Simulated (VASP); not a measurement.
Here is a VASP 6.6.1 calculation.

INCAR

```
SYSTEM = BeTe
PREC = Accurate
ENCUT = 520
EDIFF = 1E-7
ISMEAR = -1
SIGMA = 0.02
LREAL = .FALSE.
LASPH = .TRUE.
NELM = 60
ALGO = Normal
ISIF = 2
LWAVE = .FALSE.
LCHARG = .FALSE.
GGA = PE
NBANDS = 11
```

Contents of KPOINTS:

```
Automatic mesh
0
G
  8 8 8
  0 0 0
```

The input POSCAR:

```
BeTe
1.0
    0.0000000000      2.9134815623      2.8286228760
    2.9134815623      0.0000000000      2.8286228760
    2.9134815623      2.9134815623      0.0000000000
Be Te
1 1
Direct
    0.0000000000      0.0000000000      0.0000000000
    0.2500000000      0.2500000000      0.2500000000
```

Potentials or basis: VASP PAW PBE potentials, release 64 (Be, Te).

Command:

```console
$ cat potpaw_PBE.64/Be/POTCAR potpaw_PBE.64/Te/POTCAR > POTCAR
$ mpirun -np 1 vasp_std > vasp.out
```

(1) What does it give for the band gap on the k mesh?

(2) Estimate the pressure.

Answers

(1) 1.93 eV, indirect (least direct gap 3.21 eV).

(2) -2.7 GPa.

Caveat: the cell differs from its parent crystal (biaxial xy strain +3.0%); spin-orbit coupling is left out, which moves the levels of the heavy elements.
